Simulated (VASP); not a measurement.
Here is a VASP 6.6.1 calculation.

Contents of POSCAR:

```
Rh
1.0
   -1.3307474527      1.3307474527      2.0245381180
    1.3307474527     -1.3307474527      2.0245381180
    1.3307474527      1.3307474527     -2.0245381180
Rh
1
Direct
    0.0000000000      0.0000000000      0.0000000000
```

INCAR.step1

```
SYSTEM = Rh
ALGO = Normal
EDIFF = 1E-4
ENCUT = 600
GGA = PE
ISMEAR = 0
LASPH = .TRUE.
LCHARG = .FALSE.
LREAL = .FALSE.
LWAVE = .TRUE.
NELM = 100
PREC = Accurate
SIGMA = 0.1
```

The input INCAR.step2:

```
SYSTEM = Rh
ALGO = Normal
EDIFF = 1E-6
EDIFFG = -0.04
ENCUT = 600
IBRION = 2
ISIF = 3
ISMEAR = 0
ISTART = 1
LASPH = .TRUE.
LCHARG = .FALSE.
LMIXTAU = .TRUE.
LREAL = .FALSE.
LWAVE = .FALSE.
METAGGA = R2SCAN
NELM = 100
NSW = 90
PREC = Accurate
SIGMA = 0.1
```

The input KPOINTS:

```
k-points
0
G
  8 8 8
  0 0 0
```

Potentials or basis: VASP PAW PBE potentials, release 64 (Rh_pv).

Launch:

```sh
$ cat potpaw_PBE.64/Rh_pv/POTCAR > POTCAR
$ cp INCAR.step1 INCAR
$ mpirun -np 1 vasp_std > vasp.out
$ cp INCAR.step2 INCAR
$ mpirun -np 1 vasp_std > vasp.out
```

Q: Estimate the relaxed cell.

A: a = 2.693 Å, b = 2.693 Å, c = 2.693 Å, α = 120.03°, β = 120.03°, γ = 89.94°.

Q: Predict the space group after relaxing (to 0.05 Å).

A: Fm-3m (No. 225).

Step by step:
| step | energy change (eV) | largest force (eV/Å) | pressure (GPa) | volume (Å³) |
| --- | --- | --- | --- | --- |
| 1 | 0.0000 | 0.0000 | -8.73 | 14.34 |
| 2 | 0.0316 | 0.0000 | 27.11 | 12.76 |
| 3 | -0.0349 | 0.0000 | 3.93 | 13.64 |
| 4 | -0.0493 | 0.0000 | -0.39 | 13.83 |
| 5 | -0.0505 | 0.0000 | 0.37 | 13.79 |
| 6 | -0.0505 | 0.0000 | 0.50 | 13.79 |
| 7 | -0.0504 | 0.0000 | -0.90 | 13.85 |
| 8 | -0.0505 | 0.0000 | 0.08 | 13.81 |

Caveat: the k points lie up to 0.41 Å⁻¹ apart in the final cell; the PAW data sets were made with another functional, which shifts forces and pressure a little.
